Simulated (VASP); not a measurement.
# WC (Fm-3m) in VASP: a series of runs

The runs below take WC through single point, with r2SCAN.

Program: VASP 6.6.1. These are calculated values, not measurements. Logs are shortened: lines on timing, memory, paths and dates and some standing lists are left out, and cuts for length are marked.

## (1) The cell of the first run

The structure is cubic, space group Fm-3m (No. 225). Conventional cell: a = 4.385 Å, b = 4.385 Å, c = 4.385 Å, α = 90.00°, β = 90.00°, γ = 90.00°. Within 2.9 Å of W (site symmetry m-3m) lie 6 C at 2.19 Å. Within 2.9 Å of C (site symmetry m-3m) lie 6 W at 2.19 Å.

## (2) Single point, r2SCAN

Contents of POSCAR:

```
WC
1.0
    0.0000000000      2.1926840000      2.1926840000
    2.1926840000      0.0000000000      2.1926840000
    2.1926840000      2.1926840000      0.0000000000
W C
1 1
Direct
    0.0000000000      0.0000000000      0.0000000000
    0.5000000000      0.5000000000      0.5000000000
```

Contents of INCAR.step1:

```
ALGO = Normal
EDIFF = 1E-4
ENCUT = 520
GGA = PE
ISMEAR = -1
LASPH = True
LCHARG = False
LREAL = False
LWAVE = True
NBANDS = 16
NELM = 100
PREC = Accurate
SIGMA = 0.25
```

Contents of INCAR.step2:

```
ALGO = Normal
EDIFF = 1E-6
ENCUT = 520
ISIF = 2
ISMEAR = -1
ISTART = 1
LASPH = True
LCHARG = True
LELF = True
LMIXTAU = True
LREAL = False
LVHAR = True
LWAVE = False
METAGGA = R2SCAN
NBANDS = 16
NELM = 100
PREC = Accurate
SIGMA = 0.25
```

Contents of KPOINTS:

```
k-points
0
Gamma
  12 12 12
```

Potentials or basis: VASP PAW PBE potentials, release 64 (W_sv, C).

Run with:

```sh
$ cat potpaw_PBE.64/W_sv/POTCAR potpaw_PBE.64/C/POTCAR > POTCAR
$ cp INCAR.step1 INCAR
$ mpirun -np 1 vasp_std > vasp.out
$ cp INCAR.step2 INCAR
$ mpirun -np 1 vasp_std > vasp.out
```

OUTCAR:

```text
EDIFF = 1E-6
   ENCUT = 520
   ISIF = 2
   ISMEAR = -1
   ISTART = 1
   LASPH = True
   LREAL = False
   METAGGA = R2SCAN
   NELM = 100
   PREC = Accurate

 ion  position               nearest neighbor table
   1  0.000  0.000  0.000-   2 2.19   2 2.19   2 2.19   2 2.19   2 2.19   2 2.19
   2  0.500  0.500  0.500-   1 2.19   1 2.19   1 2.19   1 2.19   1 2.19   1 2.19

  LATTYP: Found a face centered cubic cell.
 ALAT       =     4.3853680000

  Lattice vectors:

 A1 = (   0.0000000000,   2.1926840000,   2.1926840000)
 A2 = (   2.1926840000,   0.0000000000,   2.1926840000)
 A3 = (   2.1926840000,   2.1926840000,   0.0000000000)

Analysis of symmetry for initial positions (statically):
=====================================================================
 Subroutine PRICEL returns:
 Original cell was already a primitive cell.

 Routine SETGRP: Setting up the symmetry group for a
 face centered cubic supercell.

 Subroutine GETGRP returns: Found 48 space group operations
 (whereof 48 operations were pure point group operations)
 out of a pool of 48 trial point group operations.

The static configuration has the point symmetry O_h .

Analysis of symmetry for dynamics (positions and initial velocities):
=====================================================================
 Subroutine PRICEL returns:
 Original cell was already a primitive cell.

 Routine SETGRP: Setting up the symmetry group for a
 face centered cubic supercell.

 Subroutine GETGRP returns: Found 48 space group operations
 (whereof 48 operations were pure point group operations)
 out of a pool of 48 trial point group operations.

The dynamic configuration has the point symmetry O_h .

 Subroutine INISYM returns: Found 48 space group operations
 (whereof 48 operations are pure point group operations),
 and found     1 'primitive' translations

----------------------------------------------------------------------------------------

                                     Primitive cell

  volume of cell :      21.0842

  direct lattice vectors                    reciprocal lattice vectors
     0.000000000  2.192684000  2.192684000    -0.228031034  0.228031034  0.228031034
     2.192684000  0.000000000  2.192684000     0.228031034 -0.228031034  0.228031034
     2.192684000  2.192684000  0.000000000     0.228031034  0.228031034 -0.228031034

  length of vectors
     3.100923451  3.100923451  3.100923451     0.394961337  0.394961337  0.394961337

[... 78 lines left out ...]
   ENCUT  =  520.0 eV  38.22 Ry    6.18 a.u.   5.77  5.77  5.77*2*pi/ulx,y,z
   NELM   =    100;   NELMIN=  2; NELMDL=  0     # of ELM steps
   EDIFF  = 0.1E-05   stopping-criterion for ELM
   LREAL  =      F    real-space projection
   EDIFFG = 0.1E-04   stopping-criterion for IOM
   NSW    =      0    number of steps for IOM
   IBRION =     -1    ionic relax: 0-MD 1-quasi-New 2-CG
   NFREE  =      0    steps in history (QN), initial steepest desc. (CG)
   ISIF   =      2    stress and relaxation
   ISYM   =      2    0-nonsym 1-usesym 2-fastsym
   POTIM  = 0.5000    time-step for ionic-motion
   TEBEG  =    0.0;   TEEND  =   0.0 temperature during run
   PSTRESS=    0.0 pullay stress
   NELECT =      18.0000    total number of electrons
   NUPDOWN=      -1.0000    fix difference up-down
   EMIN   =  10.00;   EMAX   =-10.00  energy-range for DOS
   EFERMI =   0.00;   METHOD = LEGACY
   ISMEAR =    -1;   SIGMA  =   0.25  broadening in eV -4-tet -1-fermi 0-gaus
   EFERMI_NEDOS =   21; number of points for ismear=-14 and -15
   IALGO  =     38    algorithm
   IMIX   =      4    mixing-type and parameters
     AMIX     =   0.40;   BMIX     =  1.00
     AMIX_MAG =   1.60;   BMIX_MAG =  1.00
  volume/ion in A,a.u.               =      10.54        71.14
  Fermi-wavevector in a.u.,A,eV,Ry     =   1.553029  2.934800 32.815887  2.411900
  Thomas-Fermi vector in A             =   2.657319
   LORBIT       =      0    0 simple, 1 ext, 2 COOP (PROOUT), +10 PAW based schemes
   METAGGA = R2SCAN    functional components
   LHFCALC =     F    Hartree Fock is set to
   AEXX    =    0.0000 exact exchange contribution
   IVDW    =     0    specifies the selected vdW correction
   LEPSILON=     F    determine dielectric tensor
   LRPA    =     F    only Hartree local field effects (RPA)
 non-spin polarized calculation
  energy-cutoff  :      520.00
  volume of cell :       21.08
 maximum number of plane-waves:       588
   NGX = 11   NGY = 11   NGZ = 11

 number of electron      18.0000001 magnetization

 Free energy of the ion-electron system (eV)
  ---------------------------------------------------
  ext. energy  EPLUGINS =         0.00000000
  ---------------------------------------------------
  free energy    TOTEN  =       -60.72305884 eV

  energy without entropy =      -60.52053644  energy(sigma->0) =      -60.62179764

 E-fermi :  12.3703     XC(G=0): -14.8486

 val. band max:       12.3283196684   @ k =  -0.3333   0.1667   0.0000
 cond. band min:      12.4203025314   @ k =   0.1667   0.0833   0.0000
 fundamental gap:      0.0919828630
 Fermi energy:        12.3703278205

 k-point     1 :       0.0000    0.0000    0.0000
  band No.  band energies     occupation
      1     -65.0406      2.00000
      2     -28.3781      2.00000
      3     -28.3781      2.00000
      4     -28.3781      2.00000
      5      -4.3044      2.00000
      6       9.5702      1.99997
[... 433 lines left out ...]
      3     -28.5596      2.00000
      4     -28.4692      2.00000
      5      -0.2309      2.00000
      6       3.0219      2.00000
[... 8 lines left out ...]
     15      25.2696      0.00000
     16      26.5474      0.00000

 [... further k-points ...]

------------------------ aborting loop because EDIFF is reached ----------------------------------------

  FORCE on cell =-STRESS in cart. coord.  units (eV):
  Direction    XX          YY          ZZ          XY          YZ          ZX
  --------------------------------------------------------------------------------------
  -------------------------------------------------------------------------------------
  Total       -0.3330262     -0.3330262     -0.3330262      0.0000000     -0.0000000      0.0000000
  in kB      -25.3064269    -25.3064269    -25.3064269      0.0000000     -0.0000000      0.0000000
  external PRESSURE =     -25.3064269 kB  Pullay stress =       0.0000000 kB

 VOLUME and BASIS-vectors are now :
 -----------------------------------------------------------------------------
  energy-cutoff  :      520.00
  volume of cell :       21.08
      direct lattice vectors                 reciprocal lattice vectors
     0.000000000  2.192684000  2.192684000    -0.228031034  0.228031034  0.228031034
     2.192684000  0.000000000  2.192684000     0.228031034 -0.228031034  0.228031034
     2.192684000  2.192684000  0.000000000     0.228031034  0.228031034 -0.228031034

 POSITION                                       TOTAL-FORCE (eV/Angst)
 -----------------------------------------------------------------------------------
      0.00000      0.00000      0.00000         0.000000      0.000000      0.000000
      2.19268      2.19268      2.19268        -0.000000     -0.000000     -0.000000
 -----------------------------------------------------------------------------------
    total drift:                                0.000000     -0.000000     -0.000000

  FREE ENERGIE OF THE ION-ELECTRON SYSTEM (eV)
  ---------------------------------------------------
  free  energy   TOTEN  =       -60.7230588427 eV

  energy  without entropy=      -60.5205364420  energy(sigma->0) =      -60.62179764
```

OSZICAR.step1:

```text
N       E                     dE             d eps       ncg     rms          rms(c)
DAV:   1     0.111647070419E+03    0.11165E+03   -0.93392E+03  2312   0.125E+03
DAV:   2    -0.217663957581E+02   -0.13341E+03   -0.12844E+03  2808   0.333E+02
DAV:   3    -0.251196891791E+02   -0.33533E+01   -0.33398E+01  2536   0.505E+01
DAV:   4    -0.251364580336E+02   -0.16769E-01   -0.16768E-01  2904   0.406E+00
DAV:   5    -0.251365838209E+02   -0.12579E-03   -0.12579E-03  2576   0.332E-01    0.306E+01
DAV:   6    -0.217631381569E+02    0.33734E+01   -0.85182E+00  2840   0.276E+01    0.778E+00
DAV:   7    -0.216882606867E+02    0.74877E-01   -0.50780E-01  2320   0.562E+00    0.634E+00
DAV:   8    -0.216618907549E+02    0.26370E-01   -0.76202E-02  2568   0.235E+00    0.147E+00
DAV:   9    -0.216598971585E+02    0.19936E-02   -0.34948E-03  2480   0.522E-01    0.121E-01
DAV:  10    -0.216598301169E+02    0.67042E-04   -0.37225E-04  2768   0.208E-01
   1 F= -.21659830E+02 E0= -.21554563E+02  d E =-.210535E+00
```

Wall time 75 s (1 thread of AMD EPYC 9R45 (Zen 5), shared host); peak memory 0.13 GiB.

Results:

```
Free energy            : -60.7231 eV
Pressure               : -2.5 GPa
Band gap on the k mesh : zero (band 9 reaches 13.50 eV, above the bottom of band 10 at 10.19 eV)
```

Caveat: the PAW data sets were made with another functional, which shifts forces and pressure a little; spin-orbit coupling is left out, which moves the levels of the heavy elements.

## (3) Single point, r2SCAN

POSCAR is that of step 2.

Contents of INCAR.step1:

```
SYSTEM = WC
PREC = Accurate
ENCUT = 520
ISMEAR = -1
SIGMA = 0.15
LREAL = .FALSE.
LASPH = .TRUE.
NELM = 80
NBANDS = 16
GGA = PE
ALGO = Normal
EDIFF = 1E-4
LWAVE = .TRUE.
LCHARG = .FALSE.
```

Contents of INCAR.step2:

```
SYSTEM = WC
PREC = Accurate
ENCUT = 520
EDIFF = 1E-7
ISMEAR = -1
SIGMA = 0.15
LREAL = .FALSE.
LASPH = .TRUE.
NELM = 80
ALGO = Normal
ISIF = 2
LWAVE = .FALSE.
LCHARG = .FALSE.
METAGGA = R2SCAN
LMIXTAU = .TRUE.
NBANDS = 16
ISTART = 1
```

Contents of KPOINTS:

```
regular mesh
0
G
  12 12 12
  0 0 0
```

Potentials or basis: VASP PAW PBE potentials, release 64 (W_sv, C).

Run with:

```sh
$ cat potpaw_PBE.64/W_sv/POTCAR potpaw_PBE.64/C/POTCAR > POTCAR
$ cp INCAR.step1 INCAR
$ mpirun -np 1 vasp_std > vasp.out
$ cp INCAR.step2 INCAR
$ mpirun -np 1 vasp_std > vasp.out
```

OUTCAR:

```text
SYSTEM = WC
   PREC = Accurate
   ENCUT = 520
   EDIFF = 1E-7
   ISMEAR = -1
   LREAL = .FALSE.
   LASPH = .TRUE.
   NELM = 80
   ISIF = 2
   METAGGA = R2SCAN
   ISTART = 1

 ion  position               nearest neighbor table
   1  0.000  0.000  0.000-   2 2.19   2 2.19   2 2.19   2 2.19   2 2.19   2 2.19
   2  0.500  0.500  0.500-   1 2.19   1 2.19   1 2.19   1 2.19   1 2.19   1 2.19

  LATTYP: Found a face centered cubic cell.
 ALAT       =     4.3853680000

  Lattice vectors:

 A1 = (   0.0000000000,   2.1926840000,   2.1926840000)
 A2 = (   2.1926840000,   0.0000000000,   2.1926840000)
 A3 = (   2.1926840000,   2.1926840000,   0.0000000000)

Analysis of symmetry for initial positions (statically):
=====================================================================
 Subroutine PRICEL returns:
 Original cell was already a primitive cell.

 Routine SETGRP: Setting up the symmetry group for a
 face centered cubic supercell.

 Subroutine GETGRP returns: Found 48 space group operations
 (whereof 48 operations were pure point group operations)
 out of a pool of 48 trial point group operations.

The static configuration has the point symmetry O_h .

Analysis of symmetry for dynamics (positions and initial velocities):
=====================================================================
 Subroutine PRICEL returns:
 Original cell was already a primitive cell.

 Routine SETGRP: Setting up the symmetry group for a
 face centered cubic supercell.

 Subroutine GETGRP returns: Found 48 space group operations
 (whereof 48 operations were pure point group operations)
 out of a pool of 48 trial point group operations.

The dynamic configuration has the point symmetry O_h .

 Subroutine INISYM returns: Found 48 space group operations
 (whereof 48 operations are pure point group operations),
[... 110 lines left out ...]
   EFERMI =   0.00;   METHOD = LEGACY
   ISMEAR =    -1;   SIGMA  =   0.15  broadening in eV -4-tet -1-fermi 0-gaus
   EFERMI_NEDOS =   21; number of points for ismear=-14 and -15
   IALGO  =     38    algorithm
   IMIX   =      4    mixing-type and parameters
     AMIX     =   0.40;   BMIX     =  1.00
     AMIX_MAG =   1.60;   BMIX_MAG =  1.00
  volume/ion in A,a.u.               =      10.54        71.14
  Fermi-wavevector in a.u.,A,eV,Ry     =   1.553029  2.934800 32.815887  2.411900
  Thomas-Fermi vector in A             =   2.657319
   LORBIT       =      0    0 simple, 1 ext, 2 COOP (PROOUT), +10 PAW based schemes
   METAGGA = R2SCAN    functional components
   LHFCALC =     F    Hartree Fock is set to
   AEXX    =    0.0000 exact exchange contribution
   IVDW    =     0    specifies the selected vdW correction
   LEPSILON=     F    determine dielectric tensor
   LRPA    =     F    only Hartree local field effects (RPA)
 non-spin polarized calculation
  energy-cutoff  :      520.00
  volume of cell :       21.08
 maximum number of plane-waves:       588
   NGX = 11   NGY = 11   NGZ = 11

 number of electron      18.0000001 magnetization

 Free energy of the ion-electron system (eV)
  ---------------------------------------------------
  ext. energy  EPLUGINS =         0.00000000
  ---------------------------------------------------
  free energy    TOTEN  =       -60.65936898 eV

  energy without entropy =      -60.59014496  energy(sigma->0) =      -60.62475697

 E-fermi :  12.3800     XC(G=0): -14.8510

 val. band max:       12.3213799482   @ k =  -0.3333   0.1667   0.0000
 cond. band min:      12.4187943838   @ k =   0.1667   0.0833   0.0000
 fundamental gap:      0.0974144357
 Fermi energy:        12.3800459231

 k-point     1 :       0.0000    0.0000    0.0000
  band No.  band energies     occupation
      1     -65.0560      2.00000
      2     -28.3911      2.00000
      3     -28.3911      2.00000
      4     -28.3911      2.00000
      5      -4.3042      2.00000
      6       9.5640      2.00000
[... 433 lines left out ...]
      3     -28.5724      2.00000
      4     -28.4821      2.00000
      5      -0.2300      2.00000
      6       3.0204      2.00000
[... 8 lines left out ...]
     15      25.2673      0.00000
     16      26.5465      0.00000

 [... further k-points ...]

------------------------ aborting loop because EDIFF is reached ----------------------------------------

  FORCE on cell =-STRESS in cart. coord.  units (eV):
  Direction    XX          YY          ZZ          XY          YZ          ZX
  --------------------------------------------------------------------------------------
  -------------------------------------------------------------------------------------
  Total       -0.4400591     -0.4400591     -0.4400591      0.0000000      0.0000000      0.0000000
  in kB      -33.4397821    -33.4397821    -33.4397821      0.0000000      0.0000000      0.0000000
  external PRESSURE =     -33.4397821 kB  Pullay stress =       0.0000000 kB

 VOLUME and BASIS-vectors are now :
 -----------------------------------------------------------------------------
  energy-cutoff  :      520.00
  volume of cell :       21.08
      direct lattice vectors                 reciprocal lattice vectors
     0.000000000  2.192684000  2.192684000    -0.228031034  0.228031034  0.228031034
     2.192684000  0.000000000  2.192684000     0.228031034 -0.228031034  0.228031034
     2.192684000  2.192684000  0.000000000     0.228031034  0.228031034 -0.228031034

 POSITION                                       TOTAL-FORCE (eV/Angst)
 -----------------------------------------------------------------------------------
      0.00000      0.00000      0.00000        -0.000000      0.000000      0.000000
      2.19268      2.19268      2.19268         0.000000     -0.000000     -0.000000
 -----------------------------------------------------------------------------------
    total drift:                                0.000000     -0.000000     -0.000000

  FREE ENERGIE OF THE ION-ELECTRON SYSTEM (eV)
  ---------------------------------------------------
  free  energy   TOTEN  =       -60.6593689789 eV

  energy  without entropy=      -60.5901449558  energy(sigma->0) =      -60.62475697
```

Run time: 83 s. Hardware: 1 thread of AMD EPYC 9R45 (Zen 5), shared host; peak memory 0.13 GiB.

Results:

| Quantity | Value |
| --- | --- |
| Free energy | -60.6594 eV |
| Pressure | -3.3 GPa |
| Band gap on the k mesh | zero (band 9 reaches 13.50 eV, above the bottom of band 10 at 10.18 eV) |

Levels at points of the mesh, in eV from the Fermi level:
| k point | band 6 | band 7 | band 8 | band 9 | band 10 | band 11 | band 12 | band 13 |
| --- | --- | --- | --- | --- | --- | --- | --- | --- |
| (0.00, 0.00, 0.00) | -2.82 | -2.82 | -2.82 | -1.13 | -1.13 | -1.13 | -1.00 | -1.00 |
| (0.50, 0.00, 0.00) | -10.17 | -6.91 | -6.91 | 1.12 | 1.12 | 2.52 | 5.38 | 9.20 |
| (0.50, 0.50, 0.00) | -5.88 | -5.86 | -2.68 | -2.68 | 0.88 | 2.36 | 2.36 | 5.74 |

Caveat: the PAW data sets were made with another functional, which shifts forces and pressure a little; spin-orbit coupling is left out, which moves the levels of the heavy elements.
